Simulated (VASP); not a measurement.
Runs of VASP 6.6.1 on Mn. The structure is that of space group P6_3/mmc (No. 194), or close to it. The cells are those of the table. 

```csv
cell,further INCAR settings,gap on the mesh (eV),pressure (GPa)
"a = 2.484, b = 2.484, c = 4.147 Å, angles 90.0, 90.0, 120.0°, 2 atoms",ALGO = Fast; EDIFF = 1e-06; NBANDS = 20,none,(b)
"a = 2.409, b = 2.409, c = 4.026 Å, angles 90.0, 90.0, 120.0°, 2 atoms",ALGO = Fast; EDIFF = 1e-07; NBANDS = 20,none,7.0
"a = 2.558, b = 2.558, c = 4.026 Å, angles 90.0, 90.0, 120.0°, 2 atoms",ALGO = Fast; EDIFF = 1e-06; NBANDS = 20,none,-24.7
"a = 2.409, b = 2.409, c = 4.087 Å, angles 90.0, 90.0, 120.0°, 2 atoms",ALGO = Fast; EDIFF = 1e-07; NBANDS = 20,none,(c)
"a = 2.558, b = 2.558, c = 4.147 Å, angles 90.0, 90.0, 120.0°, 2 atoms",ALGO = Fast; EDIFF = 1e-07; NBANDS = 20,none,(a)
"a = 2.484, b = 2.484, c = 3.966 Å, angles 90.0, 90.0, 120.0°, 2 atoms",ALGO = Fast; EDIFF = 1e-07; NBANDS = 20,none,-7.6
"a = 2.484, b = 2.484, c = 4.087 Å, angles 90.0, 90.0, 120.0°, 2 atoms",ALGO = Fast; EDIFF = 1e-06; NBANDS = 20,none,-15.3
"a = 2.446, b = 2.446, c = 4.147 Å, angles 90.0, 90.0, 120.0°, 2 atoms",ALGO = Fast; EDIFF = 1e-06; NBANDS = 20,none,-11.0
```

Alike in all rows: task single point; level PBEsol; potentials or basis VASP PAW PBE potentials, release 64 (Mn_pv); no spin polarisation; k mesh 21 × 21 × 12; cutoff (eV) 520; smearing gaussian 0.15 eV.

Q: Estimate the missing entries.

A: (a) -30.1; (b) -18.6; (c) 2.1.

Caveats: the PAW data sets were made with another functional, which shifts forces and pressure a little; the run has no spin polarisation, though such a crystal can be magnetic.

A gap of «none» marks levels without a gap at the run's occupations.
